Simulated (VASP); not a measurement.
ZrAl2N3:

```
Zr Al N
1.0
     3.28064    0.00000    0.00000
    -1.64032    2.84111    0.00000
     0.00000    0.00000   16.95312
Zr Al N
2 4 6
Direct
  0.33333 0.66667 0.75000
  0.66667 0.33333 0.25000
  0.33333 0.66667 0.08333
  0.33333 0.66667 0.41667
  0.66667 0.33333 0.91667
  0.66667 0.33333 0.58333
  0.00000 0.00000 0.66667
  0.00000 0.00000 0.00000
  0.00000 0.00000 0.33333
  0.00000 0.00000 0.83333
  0.00000 0.00000 0.16667
  0.00000 0.00000 0.50000
```

- Program: VASP 6.6.1
- Task: relaxation of cell and atoms
- Functional: PBE
- Potentials or basis: VASP PAW PBE potentials, release 64 (Zr_sv, Al, N)
- Cutoff: 600 eV
- k mesh: 6 × 6 × 1
- Occupations: gaussian, width 0.1 eV
- Spin: no spin polarisation

At the start: pressure -30.9 GPa; volume 13.17 Å³/atom.

Question: Where does the relaxation end?

Answer: Over 10 steps the energy falls by 406.6 meV/atom and the volume is 10.11 Å³/atom (-23.2 %); space group P6_3/mmc (No. 194, to 0.1 Å) before and after.

The path:
```csv
step,energy change (eV),largest force (eV/Å),pressure (GPa),volume (Å³)
1,0.0000,0.6651,-30.91,158.01
2,-2.4146,3.6778,42.74,106.72
3,-4.2666,2.3559,0.25,123.52
4,-4.2678,2.3978,1.37,122.89
5,-4.8372,0.4765,3.04,119.99
6,-4.8399,0.4942,3.28,119.77
7,-4.8594,0.1164,-3.10,123.02
8,-4.8775,0.1268,-0.58,121.67
9,-4.8794,0.0417,0.11,121.27
10,-4.8795,0.0357,-0.03,121.35
```

Final structure:
```
Zr Al N
1.0
     2.97705    0.00000    0.00000
    -1.48852    2.57820    0.00000
     0.00000    0.00000   15.80989
Zr Al N
2 4 6
Cartesian
  0.0000 1.7188 11.8574
  1.4885 0.8594 3.9525
  0.0000 1.7188 1.2700
  0.0000 1.7188 6.6350
  1.4885 0.8594 14.5399
  1.4885 0.8594 9.1749
  2.9770 0.0000 10.3974
  0.0000 0.0000 0.0000
  0.0000 0.0000 5.4125
  2.9770 0.0000 13.3175
  0.0000 0.0000 2.4924
  2.9770 0.0000 7.9049
```

Caveat: the k points lie up to 0.41 Å⁻¹ apart in the final cell, too coarse for converged energies and pressures of a metal; the volume moved by over 15 % at a fixed basis, so the end points are rough.
